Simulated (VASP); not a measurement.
# In6As (R-3) in VASP: a series of runs, part 3 of 3

VASP 6.6.1.

## (4) Single point, PBE

This run uses another cell than the first one, of 27.13 Å³/atom.

INCAR reads:

```
PREC = Accurate
ENCUT = 520
EDIFF = 1E-6
ISMEAR = 0
SIGMA = 0.2
LREAL = F
LASPH = T
NELM = 80
ALGO = Normal
ISIF = 2
LWAVE = F
LCHARG = F
GGA = PE
NBANDS = 50
```

KPOINTS reads:

```
regular mesh
0
Gamma
  3 3 3
```

POSCAR reads:

```
In6As
1.0
    3.0369544189      1.7533864495      5.9448934044
   -3.0369544189      1.7533864495      5.9448934044
    0.0000000000     -3.5067729043      5.9448934028
In As
6 1
Direct
    0.4886504593      0.0852717954      0.6826368426
    0.0852717954      0.6826368426      0.4886504593
    0.3173631574      0.5113495407      0.9147282046
    0.9147282046      0.3173631574      0.5113495407
    0.5113495407      0.9147282046      0.3173631574
    0.6826368426      0.4886504593      0.0852717954
    0.0000000000      0.0000000000      0.0000000000
```

Run with:

```bash
$ cat potpaw_PBE.64/In_d/POTCAR potpaw_PBE.64/As/POTCAR > POTCAR
$ mpirun -np 1 vasp_std > vasp.out
```

Wall time 60 s (1 thread of Intel Xeon 6975P-C (Granite Rapids), shared host); peak memory 0.39 GiB.

The run converged. Its results:

```yaml
Free_energy: -20.1550 eV
Pressure: 0.3 GPa
Largest_force: 0.055 eV/Å
Band_gap_on_the_k_mesh: zero (an odd number of electrons rules out a gap without spin polarisation)
```

Forces on the atoms (eV/Å):
```
In  -0.021 -0.051  0.007
In  -0.033  0.043  0.007
In  -0.054 -0.007 -0.007
In   0.033 -0.043 -0.007
In   0.021  0.051 -0.007
In   0.054  0.007  0.007
As   0.000  0.000  0.000
```

Stress tensor (GPa, compression positive):
```
 0.68  0.00  0.00
 0.00  0.68  0.00
 0.00  0.00 -0.47
```

Levels at points of the mesh, in eV from the Fermi level:
```tsv
k point	band 39	band 40	band 41	band 42	band 43	band 44
(0.00, 0.00, 0.00)	-2.28	-2.16	-2.16	-1.56	-1.33	-0.99
```

Caveat: the k points lie up to 0.42 Å⁻¹ apart, too coarse for converged energies and pressures of a metal; spin-orbit coupling is left out, which moves the levels of the heavy elements.

## (5) Single point, PBE

This run uses another cell than the first one, of 27.25 Å³/atom.

INCAR, as its differences from that of step 4:

```diff
@@ -2,3 +2,3 @@
 ENCUT = 520
-EDIFF = 1E-6
+EDIFF = 1E-7
 ISMEAR = 0
```

KPOINTS reads:

```
Automatic mesh
0
Gamma
  3 3 3
```

POSCAR reads:

```
In6As
1.0
    4.8069603950      2.7752998780      2.3827964362
   -4.8069603950      2.7752998780      2.3827964362
    0.0000000000     -5.5505997561      2.3827964362
In As
6 1
Direct
    0.5154745597      0.2716003492      0.1011840535
    0.4845254403      0.7283996508      0.8988159465
    0.2716003492      0.1011840535      0.5154745597
    0.7283996508      0.8988159465      0.4845254403
    0.8988159465      0.4845254403      0.7283996508
    0.1011840535      0.5154745597      0.2716003492
    0.0000000000      0.0000000000      0.0000000000
```

Potentials or basis: VASP PAW PBE potentials, release 64 (In_d, As).

Run with:

```bash
$ cat potpaw_PBE.64/In_d/POTCAR potpaw_PBE.64/As/POTCAR > POTCAR
$ mpirun -np 1 vasp_std > vasp.out
```

OUTCAR:

```text
PREC = Accurate
   ENCUT = 520
   EDIFF = 1E-7
   ISMEAR = 0
   LREAL = F
   LASPH = T
   NELM = 80
   ISIF = 2
   GGA = PE

 ion  position               nearest neighbor table
   1  0.515  0.272  0.101-   7 2.91   2 3.12   6 3.20   3 3.20   2 3.33   3 3.47   6 3.47   4 3.54
                             5 3.54   5 3.85   4 3.85
   2  0.485  0.728  0.899-   7 2.91   1 3.12   5 3.20   4 3.20   1 3.33   4 3.47   5 3.47   3 3.54
                             6 3.54   6 3.85   3 3.85
   3  0.272  0.101  0.515-   7 2.91   4 3.12   6 3.20   1 3.20   4 3.33   1 3.47   6 3.47   5 3.54
                             2 3.54   5 3.85   2 3.85
   4  0.728  0.899  0.485-   7 2.91   3 3.12   5 3.20   2 3.20   3 3.33   2 3.47   5 3.47   6 3.54
                             1 3.54   6 3.85   1 3.85
   5  0.899  0.485  0.728-   7 2.91   6 3.12   2 3.20   4 3.20   6 3.33   4 3.47   2 3.47   3 3.54
                             1 3.54   1 3.85   3 3.85
   6  0.101  0.515  0.272-   7 2.91   5 3.12   1 3.20   3 3.20   5 3.33   3 3.47   1 3.47   4 3.54
                             2 3.54   2 3.85   4 3.85
   7  0.000  0.000  0.000-   1 2.91   2 2.91   5 2.91   6 2.91   3 2.91   4 2.91

  LATTYP: Found a trigonal (rhomboedric) cell.
 ALAT       =     6.0404367813
 COS(alpha) =    -0.2665851643

[... 180 lines left out ...]
  band No.  band energies     occupation
      1      -8.2209      2.00000
      2      -8.2209      2.00000
      3      -8.2181      2.00000
      4      -8.1798      2.00000
      5      -8.1798      2.00000
      6      -8.1708      2.00000
[... 307 lines left out ...]
     49      10.1188      0.00000
     50      10.3534      0.00000

------------------------ aborting loop because EDIFF is reached ----------------------------------------

  FORCE on cell =-STRESS in cart. coord.  units (eV):
  Direction    XX          YY          ZZ          XY          YZ          ZX
  --------------------------------------------------------------------------------------
  -------------------------------------------------------------------------------------
  Total        0.3554209      0.3554209      0.5107566     -0.0000002     -0.0000000      0.0000000
  in kB        2.9856228      2.9856228      4.2904806     -0.0000015     -0.0000000      0.0000000
  external PRESSURE =       3.4205754 kB  Pullay stress =       0.0000000 kB

 VOLUME and BASIS-vectors are now :
 -----------------------------------------------------------------------------
  energy-cutoff  :      520.00
  volume of cell :      190.73
      direct lattice vectors                 reciprocal lattice vectors
     4.806960395  2.775299878  2.382796436     0.104015835  0.060053570  0.139891653
    -4.806960395  2.775299878  2.382796436    -0.104015835  0.060053570  0.139891653
     0.000000000 -5.550599756  2.382796436     0.000000000 -0.120107141  0.139891653

 POSITION                                       TOTAL-FORCE (eV/Angst)
 -----------------------------------------------------------------------------------
      1.17229      1.62274      2.11654         0.053261      0.017725     -0.005076
     -1.17229     -1.62274      5.03185        -0.053261     -0.017725      0.005076
      0.81918     -1.82660      2.11654        -0.011280     -0.054988     -0.005076
     -0.81918      1.82660      5.03185         0.011280      0.054988      0.005076
      1.99148     -0.20387      5.03185         0.041981     -0.037263      0.005076
     -1.99148      0.20387      2.11654        -0.041981      0.037263     -0.005076
      0.00000      0.00000      0.00000         0.000000     -0.000000     -0.000000
 -----------------------------------------------------------------------------------
    total drift:                               -0.000000     -0.000000      0.000000

  FREE ENERGIE OF THE ION-ELECTRON SYSTEM (eV)
  ---------------------------------------------------
  free  energy   TOTEN  =       -19.9884459837 eV

  energy  without entropy=      -19.9489763574  energy(sigma->0) =      -19.96871117
```

OSZICAR:

```text
N       E                     dE             d eps       ncg     rms          rms(c)
DAV:   1     0.866075236683E+03    0.86608E+03   -0.39128E+04   600   0.216E+03
DAV:   2     0.895820569636E+02   -0.77649E+03   -0.76449E+03   600   0.552E+02
DAV:   3    -0.145378156564E+02   -0.10412E+03   -0.10190E+03   684   0.215E+02
DAV:   4    -0.201992554677E+02   -0.56614E+01   -0.56136E+01   688   0.536E+01
DAV:   5    -0.204252349347E+02   -0.22598E+00   -0.22585E+00   808   0.919E+00    0.625E+00
DAV:   6    -0.199876034080E+02    0.43763E+00   -0.10325E+00   792   0.759E+00    0.343E+00
DAV:   7    -0.199939879362E+02   -0.63845E-02   -0.37065E-01   774   0.288E+00    0.110E+00
DAV:   8    -0.199893900709E+02    0.45979E-02   -0.33107E-02   774   0.909E-01    0.424E-01
DAV:   9    -0.199887050486E+02    0.68502E-03   -0.12906E-02   766   0.663E-01    0.216E-01
DAV:  10    -0.199883902348E+02    0.31481E-03   -0.20821E-03   742   0.422E-01    0.998E-02
DAV:  11    -0.199884595374E+02   -0.69303E-04   -0.55087E-04   790   0.962E-02    0.285E-02
DAV:  12    -0.199884435438E+02    0.15994E-04   -0.92851E-05   822   0.735E-02    0.134E-02
DAV:  13    -0.199884453039E+02   -0.17601E-05   -0.12397E-05   718   0.158E-02    0.665E-03
DAV:  14    -0.199884461048E+02   -0.80092E-06   -0.15727E-06   702   0.775E-03    0.759E-03
DAV:  15    -0.199884456476E+02    0.45723E-06   -0.49646E-07   514   0.364E-03    0.385E-03
DAV:  16    -0.199884460165E+02   -0.36893E-06   -0.14982E-07   460   0.194E-03    0.451E-03
DAV:  17    -0.199884459837E+02    0.32775E-07   -0.29047E-08   322   0.114E-03
   1 F= -.19988446E+02 E0= -.19968711E+02  d E =-.394696E-01
```

stdout:

```text
POSCAR found type information on POSCAR InAs
 POSCAR found :  2 types and       7 ions
 scaLAPACK will be used
 LDA part: xc-table for (Slater+PW92), standard interpolation
 POSCAR, INCAR and KPOINTS ok, starting setup
 FFT: planning ... GRIDC
 FFT: planning ... GRID_SOFT
 FFT: planning ... GRID
 WAVECAR not read
 entering main loop
```

Run time: 41 s. Hardware: 1 thread of Intel Xeon 6975P-C (Granite Rapids), shared host; peak memory 0.34 GiB.

What came out:

```
Free energy            : -19.9884 eV
Pressure               : 0.3 GPa
Largest force          : 0.056 eV/Å
Band gap on the k mesh : zero (an odd number of electrons rules out a gap without spin polarisation)
```

Forces on the atoms (eV/Å):
```
In   0.053  0.018 -0.005
In  -0.053 -0.018  0.005
In  -0.011 -0.055 -0.005
In   0.011  0.055  0.005
In   0.042 -0.037  0.005
In  -0.042  0.037 -0.005
As   0.000  0.000  0.000
```

Levels at points of the mesh, in eV from the Fermi level:
```tsv
k point	band 37	band 38	band 39	band 40	band 41	band 42	band 43	band 44	band 45	band 46
(0.00, 0.00, 0.00)	-3.51	-2.60	-2.60	-1.74	-1.63	-1.49	-1.49	2.15	2.25	2.61
```

Caveat: the k points lie up to 0.39 Å⁻¹ apart, too coarse for converged energies and pressures of a metal; spin-orbit coupling is left out, which moves the levels of the heavy elements.

## (6) The runs side by side

| cell | k mesh | smearing | gap on the mesh (eV) | pressure (GPa) | largest force (eV/Å) |
| --- | --- | --- | --- | --- | --- |
| a = 6.564 Å, angles 58.1°, 7 atoms, atomic positions A | 6 × 6 × 6 | gaussian 0.1 eV | none | 0.0 | - |
| a = 6.566 Å, angles 58.1°, 7 atoms, atomic positions A | 6 × 6 × 6 | gaussian 0.1 eV | none | 0.0 | - |
| a = 6.902 Å, angles 52.2°, 7 atoms, atomic positions B | 3 × 3 × 3 | gaussian 0.2 eV | none | 0.3 | 0.06 |
| a = 6.040 Å, angles 105.5°, 7 atoms, atomic positions C | 3 × 3 × 3 | gaussian 0.2 eV | none | 0.3 | 0.06 |

Alike in all rows: task single point; level PBE; potentials or basis VASP PAW PBE potentials, release 64 (In_d, As); no spin polarisation; cutoff (eV) 520.

Caveats: some runs use coarse meshes; spin-orbit coupling is left out, which moves the levels of the heavy elements.

Absolute energies hang on the potentials; compare differences alone.
